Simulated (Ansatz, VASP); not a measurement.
**Y: VASP beside Ansatz**

```xyz
2
Lattice="2.6171 0.0000 0.0000 -1.3086 2.2665 0.0000 0.0000 0.0000 4.4365" Properties=species:S:1:pos:R:3 pbc="T T T"
Y     0.0000    1.5110    1.1091
Y     1.3086    0.7555    3.3274
```

Change from the starting cell: volume scaled by 0.4, crystal datasets.

Alike in both runs: task single point; functional PBE; k mesh 14 × 14 × 7; occupations fermi-dirac, width 0.05 eV; no spin polarisation.

```csv
,VASP,Ansatz
version,VASP 6.6.1,Ansatz 0.2.0
potentials or method,"VASP PAW PBE potentials, release 64 (Y_sv), cutoff 520 eV","all-electron PAW with datasets made for the crystal, scalar-relativistic"
```

Ansatz gave:

| Property | Result |
| --- | --- |
| pressure (GPa) | 139.8 |
| traceless stress, the component that is largest in VASP (GPa) | 0.21 |

**Question.** Which values does VASP return?

**Answer.** Pressure (GPa): 140.6; traceless stress, the component that is largest in VASP (GPa): -0.29.

Both programs put the cell under a high pressure, so it lies far from rest at this level. Ansatz ran all-electron here, and VASP with PAW potentials.

Noted on VASP's run: the cell as given lies far from equilibrium.
